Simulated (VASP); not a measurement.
# V (P6/mmm) in VASP: a series of runs

The runs below take V through relaxation of cell and atoms, single point, with PBEsol.

All numbers are computed with VASP 6.6.1; they aren't measurements. Logs are shortened: lines on timing, memory, paths and dates and some standing lists are left out, and cuts for length are marked.

**1. The cell of the first run**

It takes space group P6/mmm (No. 191, hexagonal). Conventional cell: a = 3.706 Å, b = 3.706 Å, c = 2.297 Å, α = 90.00°, β = 90.00°, γ = 120.00°. Within 3.0 Å of V (site symmetry 6/mmm) lie 14 V at 2.30 to 2.43 Å. V (site symmetry -6m2) has 11 V at 2.14 to 2.43 Å within 2.8 Å.

**2. Relaxation of cell and atoms, PBEsol, target pressure 130 GPa, at which the enthalpy is minimised**

INCAR

```
SYSTEM = V
PREC = Accurate
ENCUT = 600
EDIFF = 1E-7
ISMEAR = -1
SIGMA = 0.05
LREAL = .False.
LASPH = .True.
NELM = 60
ALGO = Normal
ISIF = 3
LWAVE = .False.
LCHARG = .False.
GGA = PS
IBRION = 2
NSW = 60
EDIFFG = -0.005
PSTRESS = 1300.0
```

KPOINTS

```
regular mesh
0
Gamma
  10 10 14
  0 0 0
```

POSCAR

```
V
1.0
    3.7056299098      0.0000000000      0.0000000000
   -1.8528149549      3.2091696389      0.0000000000
    0.0000000000      0.0000000000      2.2974905441
V
3
Direct
    0.0000000000      0.0000000000      0.0000000000
    0.3333333333      0.6666666667      0.5000000000
    0.6666666667      0.3333333333      0.5000000000
```

Potentials or basis: VASP PAW PBE potentials, release 64 (V_sv).

On the command line:

```sh
cat potpaw_PBE.64/V_sv/POTCAR > POTCAR
mpirun -np 1 vasp_std > vasp.out
```

OUTCAR:

```text
SYSTEM = V
   PREC = Accurate
   ENCUT = 600
   EDIFF = 1E-7
   ISMEAR = -1
   LREAL = .False.
   LASPH = .True.
   NELM = 60
   ISIF = 3
   GGA = PS
   IBRION = 2
   NSW = 60
   EDIFFG = -0.005
   PSTRESS = 1300.0

 ion  position               nearest neighbor table
   1  0.000  0.000  0.000-   2 2.43   3 2.43   2 2.43   3 2.43   2 2.43   2 2.43   3 2.43   3 2.43
                             3 2.43   3 2.43   2 2.43   2 2.43
   2  0.333  0.667  0.500-   3 2.14   3 2.14   3 2.14   1 2.43   1 2.43   1 2.43   1 2.43   1 2.43
                             1 2.43
   3  0.667  0.333  0.500-   2 2.14   2 2.14   2 2.14   1 2.43   1 2.43   1 2.43   1 2.43   1 2.43
                             1 2.43

  LATTYP: Found a hexagonal cell.
 ALAT       =     3.7056299098
 C/A-ratio  =     0.6200000000

  Lattice vectors:

 A1 = (   3.7056299098,   0.0000000000,   0.0000000000)
 A2 = (  -1.8528149549,   3.2091696389,   0.0000000000)
 A3 = (   0.0000000000,   0.0000000000,   2.2974905441)

Analysis of symmetry for initial positions (statically):
=====================================================================
 Subroutine PRICEL returns:
 Original cell was already a primitive cell.

 Routine SETGRP: Setting up the symmetry group for a
 hexagonal supercell.

 Subroutine GETGRP returns: Found 24 space group operations
 (whereof 24 operations were pure point group operations)
 out of a pool of 24 trial point group operations.

The static configuration has the point symmetry D_6h.

Analysis of symmetry for dynamics (positions and initial velocities):
=====================================================================
 Subroutine PRICEL returns:
 Original cell was already a primitive cell.

 Routine SETGRP: Setting up the symmetry group for a
 hexagonal supercell.

 Subroutine GETGRP returns: Found 24 space group operations
 (whereof 24 operations were pure point group operations)
 out of a pool of 24 trial point group operations.

The dynamic configuration has the point symmetry D_6h.

 Subroutine INISYM returns: Found 24 space group operations
 (whereof 24 operations are pure point group operations),
 and found     1 'primitive' translations

----------------------------------------------------------------------------------------

                                     Primitive cell

  volume of cell :      27.3217

  direct lattice vectors                    reciprocal lattice vectors
     3.705629910  0.000000000  0.000000000     0.269859653  0.155803543  0.000000000
    -1.852814955  3.209169639  0.000000000     0.000000000  0.311607086  0.000000000
     0.000000000  0.000000000  2.297490544     0.000000000  0.000000000  0.435257504

  length of vectors
     3.705629910  3.705629910  2.297490544     0.311607086  0.311607086  0.435257504

  position of ions in fractional coordinates (direct lattice)
     0.000000000  0.000000000  0.000000000
     0.333333333  0.666666667  0.500000000
     0.666666667  0.333333333  0.500000000

  ion indices of the primitive-cell ions
   primitive index   ion index
                 1           1
                 2           2
                 3           3

----------------------------------------------------------------------------------------

 KPOINTS: regular mesh

Automatic generation of k-mesh.
 Grid dimensions read from file:
 generate k-points for:   10   10   14

 Generating k-lattice:

  Cartesian coordinates                     Fractional coordinates (reciprocal lattice)
     0.026985965  0.015580354  0.000000000     0.100000000  0.000000000  0.000000000
     0.000000000  0.031160709  0.000000000     0.000000000  0.100000000  0.000000000
     0.000000000  0.000000000  0.031089822     0.000000000  0.000000000  0.071428571

  Length of vectors
     0.031160709  0.031160709  0.031089822

  Shift w.r.t. Gamma in fractional coordinates (k-lattice)
     0.000000000  0.000000000  0.000000000

 Subroutine IBZKPT returns following result:
 ===========================================

 Found    112 irreducible k-points:

 Following reciprocal coordinates:
            Coordinates               Weight
  0.000000  0.000000  0.000000      1.000000
  0.100000 -0.000000  0.000000      6.000000
  0.200000 -0.000000  0.000000      6.000000
  0.300000 -0.000000  0.000000      6.000000
  0.400000  0.000000  0.000000      6.000000
  0.500000 -0.000000  0.000000      3.000000
[... 16 lines left out ...]
  0.300000  0.100000  0.071429     24.000000
  0.400000  0.100000  0.071429     24.000000
 [... further k-points ...]
   k-points           NKPTS =    112   k-points in BZ     NKDIM =    112   number of bands    NBANDS=     23
   number of dos      NEDOS =    301   number of ions     NIONS =      3
   total plane-waves  NPLWV =  16200
   dimension x,y,z NGX =    30 NGY =   30 NGZ =   18
   dimension x,y,z NGXF=    60 NGYF=   60 NGZF=   36
   ions per type =               3
   NGX,Y,Z   is equivalent  to a cutoff of  13.46, 13.46, 13.02 a.u.
   NGXF,Y,Z  is equivalent  to a cutoff of  26.92, 26.92, 26.05 a.u.
 SYSTEM =  V
   PREC   = accura    normal or accurate (medium, high low for compatibility)
   ISTART =      0    job   : 0-new  1-cont  2-samecut
   ICHARG =      2    charge: 1-file 2-atom 10-const
   ISPIN  =      1    spin polarized calculation?
   LNONCOLLINEAR =      F non collinear calculations
   LSORBIT =      F    spin-orbit coupling
   LASPH  =      T    aspherical Exc in radial PAW
   ENCUT  =  600.0 eV  44.10 Ry    6.64 a.u.   7.40  7.40  4.59*2*pi/ulx,y,z
   NELM   =     60;   NELMIN=  2; NELMDL= -5     # of ELM steps
   EDIFF  = 0.1E-06   stopping-criterion for ELM
   LREAL  =      F    real-space projection
   EDIFFG = -.5E-02   stopping-criterion for IOM
   NSW    =     60    number of steps for IOM
   IBRION =      2    ionic relax: 0-MD 1-quasi-New 2-CG
   NFREE  =      1    steps in history (QN), initial steepest desc. (CG)
   ISIF   =      3    stress and relaxation
   ISYM   =      2    0-nonsym 1-usesym 2-fastsym
   POTIM  = 0.5000    time-step for ionic-motion
   TEBEG  =    0.0;   TEEND  =   0.0 temperature during run
   PSTRESS= 1300.0 pullay stress
   NELECT =      39.0000    total number of electrons
   NUPDOWN=      -1.0000    fix difference up-down
   EMIN   =  10.00;   EMAX   =-10.00  energy-range for DOS
   EFERMI =   0.00;   METHOD = LEGACY
   ISMEAR =    -1;   SIGMA  =   0.05  broadening in eV -4-tet -1-fermi 0-gaus
   EFERMI_NEDOS =   21; number of points for ismear=-14 and -15
   IALGO  =     38    algorithm
   IMIX   =      4    mixing-type and parameters
     AMIX     =   0.40;   BMIX     =  1.00
     AMIX_MAG =   1.60;   BMIX_MAG =  1.00
  volume/ion in A,a.u.               =       9.11        61.46
  Fermi-wavevector in a.u.,A,eV,Ry     =   1.843290  3.483312 46.228735  3.397716
  Thomas-Fermi vector in A             =   2.895014
   LORBIT       =      0    0 simple, 1 ext, 2 COOP (PROOUT), +10 PAW based schemes
   GGA     = PS    functional components
   LHFCALC =     F    Hartree Fock is set to
   AEXX    =    0.0000 exact exchange contribution
   IVDW    =     0    specifies the selected vdW correction
   LEPSILON=     F    determine dielectric tensor
   LRPA    =     F    only Hartree local field effects (RPA)
 conjugate gradient relaxation of ions
 non-spin polarized calculation
  energy-cutoff  :      600.00
  volume of cell :       27.32
 maximum number of plane-waves:       939
 NGX is ok and might be reduce to    30

--------------------------------------- Ionic step        1  -------------------------------------------

 number of electron      38.9999991 magnetization

 Free energy of the ion-electron system (eV)
  ---------------------------------------------------
  ext. energy  EPLUGINS =         0.00000000
  ---------------------------------------------------
  free energy    TOTEN  =       -23.98888962 eV

  energy without entropy =      -23.96382304  energy(sigma->0) =      -23.97635633

------------------------ aborting loop because EDIFF is reached ----------------------------------------

  FORCE on cell =-STRESS in cart. coord.  units (eV):
  Direction    XX          YY          ZZ          XY          YZ          ZX
  --------------------------------------------------------------------------------------
  -------------------------------------------------------------------------------------
  Total       27.3320702     27.3320702     17.5856807      0.0000000     -0.0000000      0.0000000
  in kB     1602.7827503   1602.7827503   1031.2437154      0.0000000     -0.0000000      0.0000000
  external PRESSURE =     112.2697387 kB  Pullay stress =    1300.0000000 kB
[... 96 lines left out ...]
  FREE ENERGIE OF THE ION-ELECTRON SYSTEM (eV)
  ---------------------------------------------------
  free  energy   TOTEN  =       -25.7782285814 eV

  energy  without entropy=      -25.7554506727  energy(sigma->0) =      -25.76683963

  enthalpy is  TOTEN    =        -2.2621411483 eV   P V=       23.5160874331

[... ionic steps 4 to 8 ...]

--------------------------------------- Ionic step        9  -------------------------------------------

 number of electron      38.9999980 magnetization

------------------------ aborting loop because EDIFF is reached ----------------------------------------

  FORCE on cell =-STRESS in cart. coord.  units (eV):
  Direction    XX          YY          ZZ          XY          YZ          ZX
  --------------------------------------------------------------------------------------
  -------------------------------------------------------------------------------------
  Total       22.5238544     22.5238544     22.5130963      0.0000000     -0.0000000      0.0000000
  in kB     1299.5213694   1299.5213694   1298.9006783      0.0000000     -0.0000000      0.0000000
  external PRESSURE =      -0.6855276 kB  Pullay stress =    1300.0000000 kB
[... 63 lines left out ...]
  enthalpy is  TOTEN    =        -2.3886795080 eV   P V=       22.5320572524

--------------------------------------- Ionic step       11  -------------------------------------------

 number of electron      38.9999980 magnetization

 Free energy of the ion-electron system (eV)
  ---------------------------------------------------
  ext. energy  EPLUGINS =         0.00000000
  ---------------------------------------------------
  free energy    TOTEN  =       -24.91617374 eV

  energy without entropy =      -24.89703768  energy(sigma->0) =      -24.90660571

 E-fermi :  15.2944     XC(G=0): -15.2476

 val. band max:       15.2904817919   @ k =   0.4000   0.2000   0.1429
 cond. band min:      15.3074296915   @ k =   0.3000   0.1000   0.2857
 fundamental gap:      0.0169478995
 Fermi energy:        15.2944233350

 k-point     1 :       0.0000    0.0000    0.0000
  band No.  band energies     occupation
      1     -48.4945      2.00000
      2     -47.7787      2.00000
      3     -47.6915      2.00000
      4     -22.7741      2.00000
      5     -22.7741      2.00000
      6     -22.4177      2.00000
[... 613 lines left out ...]
     22      17.6788      0.00000
     23      18.1622      0.00000

 [... further k-points ...]

------------------------ aborting loop because EDIFF is reached ----------------------------------------

  FORCE on cell =-STRESS in cart. coord.  units (eV):
  Direction    XX          YY          ZZ          XY          YZ          ZX
  --------------------------------------------------------------------------------------
  -------------------------------------------------------------------------------------
  Total       22.5346911     22.5346911     22.5420581      0.0000000      0.0000000      0.0000000
  in kB     1300.4153415   1300.4153415   1300.8404709      0.0000000      0.0000000      0.0000000
  external PRESSURE =       0.5570513 kB  Pullay stress =    1300.0000000 kB
[... 18 lines left out ...]
  FREE ENERGIE OF THE ION-ELECTRON SYSTEM (eV)
  ---------------------------------------------------
  free  energy   TOTEN  =       -24.9161737419 eV

  energy  without entropy=      -24.8970376762  energy(sigma->0) =      -24.90660571

  enthalpy is  TOTEN    =        -2.3886800480 eV   P V=       22.5274936939

 reached required accuracy - stopping structural energy minimisation
```

Wall time 8.2 min (1 thread of AMD EPYC 7R43 (Zen 3), shared host); peak memory 0.16 GiB.

Results:

| Quantity | Value |
| --- | --- |
| Free energy | -24.9162 eV |
| Relaxed volume | 9.25 Å³/atom |
| Relaxed cell | a = 3.900 Å, b = 3.900 Å, c = 2.108 Å, α = 90.00°, β = 90.00°, γ = 120.00° |
| Space group after relaxing (to 0.05 Å) | P6/mmm (No. 191) |
| Energy change on relaxing (the enthalpy is what falls) | -309.1 meV/atom |
| Ionic steps | 11 |
| Pressure after relaxing | 130.1 GPa |

The path:
```
step  energy change (eV)  largest force (eV/Å)  pressure (GPa)  volume (Å³)
   1              0.0000                0.0000          141.23        27.32
   2             -2.2504                0.0000           93.68        29.69
   3             -1.7893                0.0000          105.20        28.98
   4              0.1677                0.0000          160.22        26.85
   5             -1.2594                0.0000          121.36        28.20
   6             -0.6525                0.0000          137.09        27.44
   7             -0.9334                0.0000          129.90        27.77
   8             -0.9265                0.0000          130.06        27.76
   9             -0.9319                0.0000          129.93        27.77
  10             -0.9318                0.0000          129.93        27.77
  11             -0.9273                0.0000          130.06        27.76
```

Final structure:
```
V
1.0
     3.89954    0.00000    0.00000
    -1.94977    3.37710    0.00000
     0.00000    0.00000    2.10826
V
3
Direct
  0.00000 0.00000 0.00000
  0.33333 0.66667 0.50000
  0.66667 0.33333 0.50000
```

Caveat: the cell is relaxed towards a set pressure, so the enthalpy falls and the energy may rise; the PAW data sets were made with another functional, which shifts forces and pressure a little.

**3. Relaxation of cell and atoms, PBEsol, target pressure 130 GPa, at which the enthalpy is minimised**

This run uses another cell than the first one, of 9.21 Å³/atom, 1.012 times its volume.

INCAR

```
SYSTEM = V
ALGO = Normal ; EDIFF = 1E-6
EDIFFG = -0.005 ; ENCUT = 600
GGA = PS ; IBRION = 2
ISIF = 3 ; ISMEAR = -1
LASPH = .True. ; LCHARG = .False.
LREAL = .False. ; LWAVE = .False.
NELM = 60 ; NSW = 32
PREC = Accurate ; PSTRESS = 1300.0
SIGMA = 0.05
```

KPOINTS

```
k-points
0
Gamma
  10 10 14
  0 0 0
```

POSCAR

```
V
1.0
    3.9008733950      0.0000000000      0.0000000000
   -1.9504366975      3.3782554570      0.0000000000
    0.0000000000      0.0000000000      2.0974930643
V
3
Direct
    0.0000000000      0.0000000000      0.0000000000
    0.3333333333      0.6666666667      0.5000000000
    0.6666666667      0.3333333333      0.5000000000
```

Potentials or basis: VASP PAW PBE potentials, release 64 (V_sv).

On the command line:

```sh
cat potpaw_PBE.64/V_sv/POTCAR > POTCAR
mpirun -np 1 vasp_std > vasp.out
```

Wall time 3.6 min (1 thread of AMD EPYC 7R43 (Zen 3), shared host); peak memory 0.18 GiB.

The run converged. Its results:

- Free energy: -24.9166 eV
- Relaxed volume: 9.26 Å³/atom
- Relaxed cell: a = 3.899 Å, b = 3.899 Å, c = 2.109 Å, α = 90.00°, β = 90.00°, γ = 120.00°
- Space group after relaxing (to 0.05 Å): P6/mmm (No. 191)
- Energy change on relaxing (the enthalpy is what falls): -34.3 meV/atom
- Ionic steps: 5
- Pressure after relaxing: 130.0 GPa

Step by step:
```
step  energy change (eV)  largest force (eV/Å)  pressure (GPa)  volume (Å³)
   1              0.0000                0.0000          132.84        27.64
   2             -0.5166                0.0000          118.72        28.30
   3             -0.1262                0.0000          129.40        27.79
   4             -0.0878                0.0000          130.35        27.75
   5             -0.1030                0.0000          129.99        27.77
```

Final structure:
```yaml
crystal:
  lattice:
    - [3.89932, 0.00000, 0.00000]
    - [-1.94966, 3.37691, 0.00000]
    - [0.00000, 0.00000, 2.10859]
  atoms:
    - { symbol: V, position: [0.00000, 0.00000, 0.00000] }
    - { symbol: V, position: [0.33333, 0.66667, 0.50000] }
    - { symbol: V, position: [0.66667, 0.33333, 0.50000] }
```

Levels at points of the mesh, in eV from the Fermi level:
```
           k point  band 15  band 16  band 17  band 18  band 19  band 20  band 21  band 22  band 23
(0.00, 0.00, 0.00)    -1.66    -1.66    -1.65    -1.65    -1.58    -1.35     0.51     0.51     3.39
(0.50, 0.00, 0.00)    -3.69    -2.58    -2.36    -2.22    -1.60    -1.29     2.36     2.68     3.59
(0.00, 0.00, 0.50)    -4.02    -4.02    -1.44    -0.37    -0.37    -0.34     1.35     1.35     3.92
(0.50, 0.00, 0.50)    -4.02    -3.48    -1.76    -1.21    -1.08     1.00     1.01     2.65     3.23
```

Caveat: the cell is relaxed towards a set pressure, so the enthalpy falls and the energy may rise; the PAW data sets were made with another functional, which shifts forces and pressure a little.

**4. Single point, PBEsol**

This run uses another cell than the first one: it holds 1 atom, not 3.

INCAR

```
  ALGO = Normal
  EDIFF = 1E-6
  ENCUT = 520
  GGA = PS
  ISIF = 2
  ISMEAR = -1
  LASPH = T
  LCHARG = F
  LREAL = F
  LWAVE = F
  NBANDS = 12
  NELM = 60
  PREC = Accurate
  SIGMA = 0.05
```

KPOINTS

```
k-points
0
Gamma
  19 19 18
```

POSCAR

```
V
1.0
    2.2598157180      0.0000000000      0.0000000000
   -1.1299078590      1.9570578197      0.0000000000
    0.0000000000      0.0000000000      2.1115103316
V
1
Direct
    0.0000000000      0.0000000000      0.0000000000
```

On the command line:

```sh
cat potpaw_PBE.64/V_sv/POTCAR > POTCAR
mpirun -np 1 vasp_std > vasp.out
```

It took 27 s on 1 thread of Intel Xeon Platinum 8488C (Sapphire Rapids), shared host; peak memory 0.15 GiB.

Results (log left out):

* Free energy: -7.8216 eV
* Pressure: 133.3 GPa

Stress tensor (GPa, compression positive):
```
132.65   0.00   0.00
  0.00 132.65   0.00
  0.00   0.00 134.50
```

Levels at points of the mesh, in eV from the Fermi level:
| k point | band 2 | band 3 | band 4 | band 5 | band 6 | band 7 | band 8 | band 9 | band 10 | band 11 |
| --- | --- | --- | --- | --- | --- | --- | --- | --- | --- | --- |
| (0.00, 0.00, 0.00) | -36.16 | -36.16 | -36.06 | -7.25 | -4.09 | -0.04 | -0.04 | 5.49 | 5.49 | 20.03 |
| (0.00, 0.00, 0.50) | -39.52 | -35.83 | -35.83 | -2.61 | 0.63 | 0.99 | 0.99 | 1.99 | 1.99 | 13.56 |

Caveat: the PAW data sets were made with another functional, which shifts forces and pressure a little.

**5. Overview**

```tsv
task	cell	k mesh	cutoff (eV)	gap on the mesh (eV)	pressure (GPa)
relaxation of cell and atoms	relaxed to 130 GPa from a = 3.706, b = 3.706, c = 2.297 Å, angles 90.0, 90.0, 120.0°, 3 atoms	10 × 10 × 14	600	none	130.1
relaxation of cell and atoms	relaxed to 130 GPa from a = 3.901, b = 3.901, c = 2.097 Å, angles 90.0, 90.0, 120.0°, 3 atoms	10 × 10 × 14	600	none	130.0
single point	a = 2.260, b = 2.260, c = 2.112 Å, angles 90.0, 90.0, 120.0°, 1 atom	19 × 19 × 18	520	none	133.3
```

Alike in all rows: level PBEsol; potentials or basis VASP PAW PBE potentials, release 64 (V_sv); no spin polarisation; smearing fermi-dirac 0.05 eV.

Caveats: the PAW data sets were made with another functional, which shifts forces and pressure a little; the cell is relaxed towards a set pressure, so the enthalpy falls and the energy may rise (some runs).

Total energies depend on the potentials used, so only differences within one code and one set of settings carry meaning.
